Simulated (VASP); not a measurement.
# TiAl2 (Cmmm) in VASP: notebook, part 2 of 2

VASP 6.6.1. The steps go on from the part before.

## 3. Single point, r2SCAN

POSCAR

```
TiAl2
1.0
    1.9795500000     -6.0472000000      0.0000000000
    1.9795500000      6.0472000000      0.0000000000
    0.0000000000      0.0000000000      4.0315000000
Ti Al
2 4
Direct
    0.6490000000      0.3510000000      0.0000000000
    0.3510000000      0.6490000000      0.0000000000
    0.0000000000      0.0000000000      0.0000000000
    0.8240000000      0.1760000000      0.5000000000
    0.1760000000      0.8240000000      0.5000000000
    0.5000000000      0.5000000000      0.5000000000
```

INCAR.step1

```
  PREC = Accurate
  ENCUT = 520
  ISMEAR = 0
  SIGMA = 0.1
  LREAL = F
  LASPH = T
  NELM = 60
  NBANDS = 27
  GGA = PE
  ALGO = Normal
  EDIFF = 1E-4
  LWAVE = T
  LCHARG = F
```

INCAR.step2

```
  PREC = Accurate
  ENCUT = 520
  EDIFF = 1E-6
  ISMEAR = 0
  SIGMA = 0.1
  LREAL = F
  LASPH = T
  NELM = 60
  ALGO = Normal
  ISIF = 2
  LWAVE = F
  LCHARG = F
  METAGGA = R2SCAN
  LMIXTAU = T
  NBANDS = 27
  ISTART = 1
```

KPOINTS

```
regular mesh
0
Gamma
  6 6 6
```

Potentials or basis: VASP PAW PBE potentials, release 64 (Ti_sv, Al).

Command:

```bash
> cat potpaw_PBE.64/Ti_sv/POTCAR potpaw_PBE.64/Al/POTCAR > POTCAR
> cp INCAR.step1 INCAR
> mpirun -np 1 vasp_std > vasp.out
> cp INCAR.step2 INCAR
> mpirun -np 1 vasp_std > vasp.out
```

OUTCAR:

```text
PREC = Accurate
   ENCUT = 520
   EDIFF = 1E-6
   ISMEAR = 0
   LREAL = F
   LASPH = T
   NELM = 60
   ISIF = 2
   METAGGA = R2SCAN
   ISTART = 1

 ion  position               nearest neighbor table
   1  0.649  0.351  0.000-   3 2.68   3 2.68   6 2.70   6 2.70   5 2.84   5 2.84   5 2.84   5 2.84
                             4 2.92   4 2.92
   2  0.351  0.649  0.000-   3 2.68   3 2.68   6 2.70   6 2.70   4 2.84   4 2.84   4 2.84   4 2.84
                             5 2.92   5 2.92
   3  0.000  0.000  0.000-   1 2.68   2 2.68   1 2.68   2 2.68   6 2.83   6 2.83   6 2.83   6 2.83
                             4 2.93   4 2.93   5 2.93   5 2.93
   4  0.824  0.176  0.500-   5 2.67   5 2.67   2 2.84   2 2.84   2 2.84   2 2.84   6 2.91   6 2.91
                             1 2.92   1 2.92   3 2.93   3 2.93
   5  0.176  0.824  0.500-   4 2.67   4 2.67   1 2.84   1 2.84   1 2.84   1 2.84   6 2.91   6 2.91
                             2 2.92   2 2.92   3 2.93   3 2.93
   6  0.500  0.500  0.500-   1 2.70   2 2.70   1 2.70   2 2.70   3 2.83   3 2.83   3 2.83   3 2.83
                             5 2.91   4 2.91   5 2.91   4 2.91

  LATTYP: Found a base centered orthorhombic cell.
 ALAT       =     3.9591000000
 B/A-ratio  =     3.0548356950
 C/A-ratio  =     1.0182869844

  Lattice vectors:

 A1 = (   1.9795500000,  -6.0472000000,   0.0000000000)
 A2 = (   1.9795500000,   6.0472000000,   0.0000000000)
 A3 = (   0.0000000000,   0.0000000000,   4.0315000000)

Analysis of symmetry for initial positions (statically):
=====================================================================
 Subroutine PRICEL returns:
 Original cell was already a primitive cell.

 Routine SETGRP: Setting up the symmetry group for a
 base centered orthorhombic supercell.

 Subroutine GETGRP returns: Found  8 space group operations
 (whereof  8 operations were pure point group operations)
 out of a pool of  8 trial point group operations.

The static configuration has the point symmetry D_2h.

[... 136 lines left out ...]
   EFERMI_NEDOS =   21; number of points for ismear=-14 and -15
   IALGO  =     38    algorithm
   IMIX   =      4    mixing-type and parameters
     AMIX     =   0.40;   BMIX     =  1.00
     AMIX_MAG =   1.60;   BMIX_MAG =  1.00
  volume/ion in A,a.u.               =      16.09       108.56
  Fermi-wavevector in a.u.,A,eV,Ry     =   1.178428  2.226907 18.894320  1.388693
  Thomas-Fermi vector in A             =   2.314757
   LORBIT       =      0    0 simple, 1 ext, 2 COOP (PROOUT), +10 PAW based schemes
   METAGGA = R2SCAN    functional components
   LHFCALC =     F    Hartree Fock is set to
   AEXX    =    0.0000 exact exchange contribution
   IVDW    =     0    specifies the selected vdW correction
   LEPSILON=     F    determine dielectric tensor
   LRPA    =     F    only Hartree local field effects (RPA)
 non-spin polarized calculation
 Gauss-broadening in eV      SIGMA  =   0.10
  energy-cutoff  :      520.00
  volume of cell :       96.52
 maximum number of plane-waves:      2638
   NGX = 23   NGY = 23   NGZ = 15

 number of electron      36.0000003 magnetization

 Free energy of the ion-electron system (eV)
  ---------------------------------------------------
  ext. energy  EPLUGINS =         0.00000000
  ---------------------------------------------------
  free energy    TOTEN  =       -55.56887141 eV

  energy without entropy =      -55.55194715  energy(sigma->0) =      -55.56040928

 E-fermi :   8.3360     XC(G=0): -11.5672

 val. band max:        8.3232968008   @ k =   0.0000   0.0000   0.3333
 cond. band min:       8.3381115932   @ k =  -0.3333   0.1667   0.3333
 fundamental gap:      0.0148147925
 Fermi energy:         8.3359500894

 k-point     1 :       0.0000    0.0000    0.0000
  band No.  band energies     occupation
      1     -50.7454      2.00000
      2     -50.7270      2.00000
      3     -26.0580      2.00000
      4     -26.0352      2.00000
      5     -25.9953      2.00000
      6     -25.9895      2.00000
[... 709 lines left out ...]
     26      12.1102      0.00000
     27      12.3582      0.00000

 [... further k-points ...]
[... 5 lines left out ...]
  --------------------------------------------------------------------------------------
  -------------------------------------------------------------------------------------
  Total       -1.2516192     -0.1349221     -1.8567322      0.0000000      0.0000000      0.0000000
  in kB      -20.7761627     -2.2396298    -30.8206921      0.0000000      0.0000000      0.0000000
  external PRESSURE =     -17.9454949 kB  Pullay stress =       0.0000000 kB

 VOLUME and BASIS-vectors are now :
 -----------------------------------------------------------------------------
  energy-cutoff  :      520.00
  volume of cell :       96.52
      direct lattice vectors                 reciprocal lattice vectors
     1.979550000 -6.047200000  0.000000000     0.252582658 -0.082682895  0.000000000
     1.979550000  6.047200000  0.000000000     0.252582658  0.082682895  0.000000000
     0.000000000  0.000000000  4.031500000     0.000000000  0.000000000  0.248046633

 POSITION                                       TOTAL-FORCE (eV/Angst)
 -----------------------------------------------------------------------------------
      1.97955     -1.80207      0.00000         0.000000     -0.954928     -0.000000
      1.97955      1.80207      0.00000         0.000000      0.954928     -0.000000
      0.00000      0.00000      0.00000         0.000000      0.000000     -0.000000
      1.97955     -3.91859      2.01575         0.000000     -0.226742      0.000000
      1.97955      3.91859      2.01575         0.000000      0.226742     -0.000000
      1.97955      0.00000      2.01575         0.000000     -0.000000     -0.000000
 -----------------------------------------------------------------------------------
    total drift:                                0.000000     -0.000000      0.000000

  FREE ENERGIE OF THE ION-ELECTRON SYSTEM (eV)
  ---------------------------------------------------
  free  energy   TOTEN  =       -55.5688714133 eV

  energy  without entropy=      -55.5519471470  energy(sigma->0) =      -55.56040928
```

Wall time 28 min (1 thread of AMD EPYC 7R13, shared host); peak memory 0.31 GiB.

Results:

| Item | Value |
| --- | --- |
| Free energy | -55.5689 eV |
| Pressure | -1.8 GPa |
| Largest force | 0.955 eV/Å |
| Band gap on the k mesh | zero (bands 18 and 19 overlap by 1.26 eV) |

Forces in eV/Å, atoms in the order of the input:
```
Ti   0.000 -0.955  0.000
Ti   0.000  0.955  0.000
Al   0.000  0.000  0.000
Al   0.000 -0.227  0.000
Al   0.000  0.227  0.000
Al   0.000  0.000  0.000
```

Caveat: the PAW data sets were made with another functional, which shifts forces and pressure a little.

## 4. Single point, r2SCAN

POSCAR is that of step 3.

INCAR.step1

```
SYSTEM = TiAl2
  PREC = Accurate
  ENCUT = 520
  ISMEAR = 0
  SIGMA = 0.1
  LREAL = .FALSE.
  LASPH = .TRUE.
  NELM = 100
  NBANDS = 27
  GGA = PE
  ALGO = Normal
  EDIFF = 1E-4
  LWAVE = .TRUE.
  LCHARG = .FALSE.
```

INCAR.step2

```
SYSTEM = TiAl2
  PREC = Accurate
  ENCUT = 520
  EDIFF = 1E-6
  ISMEAR = 0
  SIGMA = 0.1
  LREAL = .FALSE.
  LASPH = .TRUE.
  NELM = 100
  ALGO = Normal
  ISIF = 2
  LWAVE = .FALSE.
  LCHARG = .FALSE.
  METAGGA = R2SCAN
  LMIXTAU = .TRUE.
  NBANDS = 27
  ISTART = 1
```

KPOINTS

```
Automatic mesh
0
Gamma
  10 10 8
  0.5 0.5 0.5
```

Command:

```bash
> cat potpaw_PBE.64/Ti_sv/POTCAR potpaw_PBE.64/Al/POTCAR > POTCAR
> cp INCAR.step1 INCAR
> mpirun -np 1 vasp_std > vasp.out
> cp INCAR.step2 INCAR
> mpirun -np 1 vasp_std > vasp.out
```

It took 11 min on 1 thread of Intel Xeon 6975P-C (Granite Rapids), shared host; peak memory 0.44 GiB.

It converged, with:

```
Free energy            : -55.5794 eV
Pressure               : -1.8 GPa
Largest force          : 0.963 eV/Å
Band gap on the k mesh : zero (bands 18 and 19 overlap by 1.08 eV)
```

Forces on the atoms (eV/Å):
```
Ti   0.000 -0.963  0.000
Ti   0.000  0.963  0.000
Al   0.000  0.000  0.000
Al   0.000 -0.235  0.000
Al   0.000  0.235  0.000
Al   0.000  0.000  0.000
```

Stress tensor (GPa, compression positive):
```
-2.05  0.00  0.00
 0.00 -0.24  0.00
 0.00  0.00 -3.21
```

Levels at points of the mesh, in eV from the Fermi level:
| k point | band 15 | band 16 | band 17 | band 18 | band 19 | band 20 | band 21 | band 22 |
| --- | --- | --- | --- | --- | --- | --- | --- | --- |
| (0.05, 0.05, 0.06) | -1.52 | -0.83 | -0.59 | -0.04 | 0.10 | 0.94 | 1.07 | 1.11 |

Caveat: the PAW data sets were made with another functional, which shifts forces and pressure a little.

## 5. The runs side by side

```tsv
k mesh	smearing	gap on the mesh (eV)	pressure (GPa)	largest force (eV/Å)
5 × 5 × 5	gaussian 0.4 eV	none	-1.6	0.96
6 × 6 × 6	gaussian 0.1 eV	none	-1.8	0.95
10 × 10 × 8, shifted	gaussian 0.1 eV	none	-1.8	0.96
```

Alike in all rows: task single point; level r2SCAN; potentials or basis VASP PAW PBE potentials, release 64 (Ti_sv, Al); no spin polarisation; cell as given; cutoff (eV) 520.

Caveats: the PAW data sets were made with another functional, which shifts forces and pressure a little; so wide a smearing shifts energies and pressures (at least some runs).

Absolute energies hang on the potentials; compare differences alone.

The gap in the log of VASP goes by the Fermi energy; the results here count the filled bands.